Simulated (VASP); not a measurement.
Here is a VASP 6.6.1 calculation.

Contents of INCAR:

```
PREC = Accurate
ENCUT = 520
EDIFF = 1E-6
ISMEAR = 0
SIGMA = 0.1
LREAL = F
LASPH = T
NELM = 150
ALGO = Normal
ISIF = 2
LWAVE = F
LCHARG = F
ISPIN = 2
MAGMOM = 1 1 0 0 0 0
LORBIT = 11
LMAXMIX = 4
GGA = PE
NBANDS = 41
```

File KPOINTS:

```
regular mesh
0
Gamma
  4 4 4
```

POSCAR

```
RuBr2
1.0
    0.0000000000      4.3543329200      4.3543329200
    4.3543329200      0.0000000000      4.3543329200
    4.3543329200      4.3543329200      0.0000000000
Ru Br
2 4
Direct
    0.5000000000      0.5000000000      0.5000000000
    0.7500000000      0.7500000000      0.7500000000
    0.1250000000      0.1250000000      0.1250000000
    0.6250000000      0.1250000000      0.1250000000
    0.1250000000      0.1250000000      0.6250000000
    0.1250000000      0.6250000000      0.1250000000
```

Potentials or basis: VASP PAW PBE potentials, release 64 (Ru_pv, Br).

Command:

```console
$ cat potpaw_PBE.64/Ru_pv/POTCAR potpaw_PBE.64/Br/POTCAR > POTCAR
$ mpirun -np 1 vasp_std > vasp.out
```

Estimate the net moment.

5.76 μB per cell.

Estimate the site moments.

Ru +2.71; Br -0.03 μB.

Estimate the pressure.

-1.4 GPa.
